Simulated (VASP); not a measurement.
# Ta (I4/mmm) in VASP: further runs, part 2 of 2

VASP 6.6.1. Earlier steps stand in the parts before.

## 4. Single point, PBEsol (zz strain of +2 %)

INCAR reads:

```
PREC     = Accurate       # precision mode
ENCUT    = 520            # plane-wave cutoff, eV
EDIFF    = 1E-6           # SCF threshold, eV
ISMEAR   = -1             # smearing method
SIGMA    = 0.08           # smearing width, eV
LREAL    = False          # projectors in reciprocal space
LASPH    = True           # aspherical terms in the spheres
NELM     = 80             # most SCF steps
ALGO     = Normal         # electronic algorithm
ISIF     = 2              # what is computed and relaxed
LWAVE    = False          # write WAVECAR
LCHARG   = False          # write CHGCAR
GGA      = PS             # functional
NBANDS   = 12             # bands
```

KPOINTS reads:

```
regular mesh
0
Gamma
  17 17 17
```

POSCAR reads:

```
Ta
1.0
   -1.6512800000      1.6512800000      1.6843056000
    1.6512800000     -1.6512800000      1.6843056000
    1.6512800000      1.6512800000     -1.6843056000
Ta
1
Direct
    0.0000000000      0.0000000000      0.0000000000
```

Potentials or basis: VASP PAW PBE potentials, release 64 (Ta_pv).

The run is started by

```console
cat potpaw_PBE.64/Ta_pv/POTCAR > POTCAR
mpirun -np 1 vasp_std > vasp.out
```

OUTCAR:

```text
PREC = Accurate
   ENCUT = 520
   EDIFF = 1E-6
   ISMEAR = -1
   LREAL = False
   LASPH = True
   NELM = 80
   ISIF = 2
   GGA = PS

 ion  position               nearest neighbor table
   1  0.000  0.000  0.000-

  LATTYP: Found a body centered tetragonal cell.
 ALAT       =     3.3025600000
 C/A-ratio  =     1.0200000000

  Lattice vectors:

 A1 = (  -1.6512800000,   1.6512800000,   1.6843056000)
 A2 = (   1.6512800000,  -1.6512800000,   1.6843056000)
 A3 = (   1.6512800000,   1.6512800000,  -1.6843056000)

Analysis of symmetry for initial positions (statically):
=====================================================================
 Subroutine PRICEL returns:
 Original cell was already a primitive cell.

 Routine SETGRP: Setting up the symmetry group for a
 body centered tetragonal supercell.

 Subroutine GETGRP returns: Found 16 space group operations
 (whereof 16 operations were pure point group operations)
 out of a pool of 16 trial point group operations.

The static configuration has the point symmetry D_4h.

Analysis of symmetry for dynamics (positions and initial velocities):
=====================================================================
 Subroutine PRICEL returns:
 Original cell was already a primitive cell.

 Routine SETGRP: Setting up the symmetry group for a
 body centered tetragonal supercell.

 Subroutine GETGRP returns: Found 16 space group operations
 (whereof 16 operations were pure point group operations)
 out of a pool of 16 trial point group operations.

The dynamic configuration has the point symmetry D_4h.

 Subroutine INISYM returns: Found 16 space group operations
 (whereof 16 operations are pure point group operations),
 and found     1 'primitive' translations

----------------------------------------------------------------------------------------

                                     Primitive cell

[... 108 lines left out ...]
     AMIX_MAG =   1.60;   BMIX_MAG =  1.00
  volume/ion in A,a.u.               =      18.37       123.97
  Fermi-wavevector in a.u.,A,eV,Ry     =   1.379849  2.607537 25.905271  1.903984
  Thomas-Fermi vector in A             =   2.504781
   LORBIT       =      0    0 simple, 1 ext, 2 COOP (PROOUT), +10 PAW based schemes
   GGA     = PS    functional components
   LHFCALC =     F    Hartree Fock is set to
   AEXX    =    0.0000 exact exchange contribution
   IVDW    =     0    specifies the selected vdW correction
   LEPSILON=     F    determine dielectric tensor
   LRPA    =     F    only Hartree local field effects (RPA)
 non-spin polarized calculation
  energy-cutoff  :      520.00
  volume of cell :       18.37
 maximum number of plane-waves:       507
 NGX is ok and might be reduce to    24
   NGX = 11   NGY = 11   NGZ = 11

 number of electron      11.0000000 magnetization

 Free energy of the ion-electron system (eV)
  ---------------------------------------------------
  ext. energy  EPLUGINS =         0.00000000
  ---------------------------------------------------
  free energy    TOTEN  =       -12.54822789 eV

  energy without entropy =      -12.52019680  energy(sigma->0) =      -12.53421235

 E-fermi :   5.1687     XC(G=0): -12.6276

 val. band max:        5.1679335826   @ k =  -0.3529   0.3529   0.0588
 cond. band min:       5.1713226767   @ k =  -0.1176  -0.1765   0.0588
 fundamental gap:      0.0033890941
 Fermi energy:         5.1687257046

 k-point     1 :       0.0000    0.0000    0.0000
  band No.  band energies     occupation
      1     -27.9434      2.00000
      2     -27.9399      2.00000
      3     -27.9399      2.00000
      4      -2.6893      2.00000
      5       5.8063      0.00069
      6       5.8063      0.00069
      7       6.0471      0.00003
      8       8.9128      0.00000
      9       9.2436      0.00000
     10      19.8827      0.00000
     11      20.2321      0.00000
     12      20.2321      0.00000
[... 331 lines left out ...]
 k-point    24 :      -0.1176    0.0588    0.0000
  band No.  band energies     occupation
      1     -28.0609      2.00000
      2     -27.9674      2.00000
      3     -27.9515      2.00000
      4      -2.2393      2.00000
      5       5.5837      0.01112
      6       5.7824      0.00093
      7       6.3391      0.00000
      8       8.6820      0.00000
      9       9.0906      0.00000
     10      19.7546      0.00000
     11      20.4472      0.00000
     12      20.9304      0.00000

 [... further k-points ...]
[... 5 lines left out ...]
  --------------------------------------------------------------------------------------
  -------------------------------------------------------------------------------------
  Total       -0.7665753     -0.7665753     -0.9883307      0.0000000     -0.0000000      0.0000000
  in kB      -66.8564108    -66.8564108    -86.1966781      0.0000000     -0.0000000      0.0000000
  external PRESSURE =     -73.3031666 kB  Pullay stress =       0.0000000 kB

 VOLUME and BASIS-vectors are now :
 -----------------------------------------------------------------------------
  energy-cutoff  :      520.00
  volume of cell :       18.37
      direct lattice vectors                 reciprocal lattice vectors
    -1.651280000  1.651280000  1.684305600     0.000000000  0.302795407  0.296858242
     1.651280000 -1.651280000  1.684305600     0.302795407  0.000000000  0.296858242
     1.651280000  1.651280000 -1.684305600     0.302795407  0.302795407  0.000000000

 POSITION                                       TOTAL-FORCE (eV/Angst)
 -----------------------------------------------------------------------------------
      0.00000      0.00000      0.00000        -0.000000      0.000000      0.000000
 -----------------------------------------------------------------------------------
    total drift:                                0.000000      0.000000     -0.000000

  FREE ENERGIE OF THE ION-ELECTRON SYSTEM (eV)
  ---------------------------------------------------
  free  energy   TOTEN  =       -12.5482278888 eV

  energy  without entropy=      -12.5201968047  energy(sigma->0) =      -12.53421235
```

OSZICAR:

```text
N       E                     dE             d eps       ncg     rms          rms(c)
DAV:   1     0.602207011778E+02    0.60221E+02   -0.60987E+03  9744   0.872E+02
DAV:   2    -0.120368468895E+02   -0.72258E+02   -0.70460E+02 10944   0.244E+02
DAV:   3    -0.130749237799E+02   -0.10381E+01   -0.10311E+01 11760   0.276E+01
DAV:   4    -0.130776841352E+02   -0.27604E-02   -0.27602E-02 10820   0.159E+00
DAV:   5    -0.130776939190E+02   -0.97838E-05   -0.97827E-05 11724   0.890E-02    0.133E+01
DAV:   6    -0.126690311239E+02    0.40866E+00   -0.32468E-01 11552   0.601E+00    0.635E+00
DAV:   7    -0.125496152819E+02    0.11942E+00   -0.27538E-01 11332   0.509E+00    0.365E-01
DAV:   8    -0.125482581630E+02    0.13571E-02   -0.91942E-03 10616   0.759E-01    0.113E-01
DAV:   9    -0.125482316005E+02    0.26563E-04   -0.10719E-04 11324   0.107E-01    0.232E-02
DAV:  10    -0.125482279217E+02    0.36788E-05   -0.29160E-06 10876   0.181E-02    0.259E-03
DAV:  11    -0.125482278888E+02    0.32875E-07   -0.12706E-07  5988   0.395E-03
   1 F= -.12548228E+02 E0= -.12534212E+02  d E =-.280311E-01
```

stdout:

```text
POSCAR found type information on POSCAR Ta
 POSCAR found :  1 types and       1 ions
 scaLAPACK will be used
 -----------------------------------------------------------------------------
|                                                                             |
|                                                                             |
|     You enforced a specific xc type in the INCAR file but a different       |
|     I HOPE YOU KNOW WHAT YOU ARE DOING!                                     |
|                                                                             |
 -----------------------------------------------------------------------------

 LDA part: xc-table for (Slater+PW92), standard interpolation
 POSCAR, INCAR and KPOINTS ok, starting setup
 FFT: planning ... GRIDC
 FFT: planning ... GRID_SOFT
 FFT: planning ... GRID
 WAVECAR not read
 entering main loop
```

Wall time 34 s (1 thread of Intel Xeon Platinum 8488C (Sapphire Rapids), shared host); peak memory 0.21 GiB.

What came out:

* Free energy: -12.5482 eV
* Pressure: -7.3 GPa

Caveat: the cell differs from its parent crystal (zz strain of +2 %); the PAW data sets were made with another functional, which shifts forces and pressure a little; spin-orbit coupling is left out, which moves the levels of the heavy elements.

## 5. Single point, PBEsol (zz strain of +3 %)

INCAR reads:

```
SYSTEM = Ta
ALGO = Normal ; EDIFF = 1E-7
ENCUT = 520 ; GGA = PS
ISIF = 2 ; ISMEAR = -1
LASPH = .True. ; LCHARG = .False.
LREAL = .False. ; LWAVE = .False.
NBANDS = 12 ; NELM = 80
PREC = Accurate ; SIGMA = 0.08
```

KPOINTS reads:

```
k-points
0
Gamma
  17 17 17
  0 0 0
```

POSCAR reads:

```
Ta
1.0
   -1.6512800000      1.6512800000      1.7008184000
    1.6512800000     -1.6512800000      1.7008184000
    1.6512800000      1.6512800000     -1.7008184000
Ta
1
Direct
    0.0000000000      0.0000000000      0.0000000000
```

The run is started by

```console
cat potpaw_PBE.64/Ta_pv/POTCAR > POTCAR
mpirun -np 1 vasp_std > vasp.out
```

Wall time 32 s (1 thread of Intel Xeon Platinum 8488C (Sapphire Rapids), shared host); peak memory 0.21 GiB.

The run converged. Its results:

```
Free energy : -12.5373 eV
Pressure    : -9.0 GPa
```

Stress tensor (GPa, compression positive):
```
 -8.08   0.00   0.00
  0.00  -8.08   0.00
  0.00   0.00 -10.89
```

Levels at points of the mesh, in eV from the Fermi level:
| k point | band 2 | band 3 | band 4 | band 5 | band 6 | band 7 | band 8 | band 9 |
| --- | --- | --- | --- | --- | --- | --- | --- | --- |
| (0.00, 0.00, 0.00) | -33.15 | -33.15 | -7.82 | 0.60 | 0.60 | 0.95 | 3.62 | 4.11 |

Caveat: the cell differs from its parent crystal (zz strain of +3 %); the PAW data sets were made with another functional, which shifts forces and pressure a little; spin-orbit coupling is left out, which moves the levels of the heavy elements.

## 6. Single point, PBEsol (equal xx and yy strain of +2 %)

INCAR reads:

```
PREC = Accurate ; ENCUT = 520
EDIFF = 1E-7 ; ISMEAR = -1
SIGMA = 0.08 ; LREAL = False
LASPH = True ; NELM = 100
ALGO = Normal ; ISIF = 2
LWAVE = False ; LCHARG = True
GGA = PS ; LELF = True
LVHAR = True ; NBANDS = 12
```

KPOINTS reads:

```
regular mesh
0
Gamma
  17 17 17
```

POSCAR reads:

```
Ta
1.0
   -1.6843056000      1.6843056000      1.6512800000
    1.6843056000     -1.6843056000      1.6512800000
    1.6843056000      1.6843056000     -1.6512800000
Ta
1
Direct
    0.0000000000      0.0000000000      0.0000000000
```

Potentials or basis: VASP PAW PBE potentials, release 64 (Ta_pv).

The run is started by

```console
cat potpaw_PBE.64/Ta_pv/POTCAR > POTCAR
mpirun -np 1 vasp_std > vasp.out
```

Run time: 34 s. Hardware: 1 thread of Intel Xeon Platinum 8488C (Sapphire Rapids), shared host; peak memory 0.21 GiB.

It converged, with:

* Free energy: -12.5275 eV
* Pressure: -10.8 GPa

Stress tensor (GPa, compression positive):
```
-11.35   0.00   0.00
  0.00 -11.35   0.00
  0.00   0.00  -9.62
```

Levels at points of the mesh, in eV from the Fermi level:
```tsv
k point	band 3	band 4	band 5	band 6	band 7	band 8
(0.00, 0.00, 0.00)	-33.19	-7.78	0.55	0.79	0.79	3.67
```

Caveat: the cell differs from its parent crystal (equal xx and yy strain of +2 %); the PAW data sets were made with another functional, which shifts forces and pressure a little; spin-orbit coupling is left out, which moves the levels of the heavy elements.

## 7. Summary

```tsv
cell	gap on the mesh (eV)	pressure (GPa)
a = 2.851 Å, angles 109.2, 109.2, 110.0°, 1 atom	none	-1.6
a = 2.870 Å, angles 109.7, 109.7, 108.9°, 1 atom	none	-5.5
a = 2.879 Å, angles 110.0, 110.0, 108.4°, 1 atom	none	-7.3
a = 2.889 Å, angles 110.3, 110.3, 107.9°, 1 atom	none	-9.0
a = 2.898 Å, angles 108.9, 108.9, 110.5°, 1 atom	none	-10.8
```

Alike in all rows: task single point; level PBEsol; potentials or basis VASP PAW PBE potentials, release 64 (Ta_pv); no spin polarisation; k mesh 17 × 17 × 17; cutoff (eV) 520; smearing fermi-dirac 0.08 eV.

Caveats: the PAW data sets were made with another functional, which shifts forces and pressure a little; spin-orbit coupling is left out, which moves the levels of the heavy elements.

Absolute energies hang on the potentials; compare differences alone.
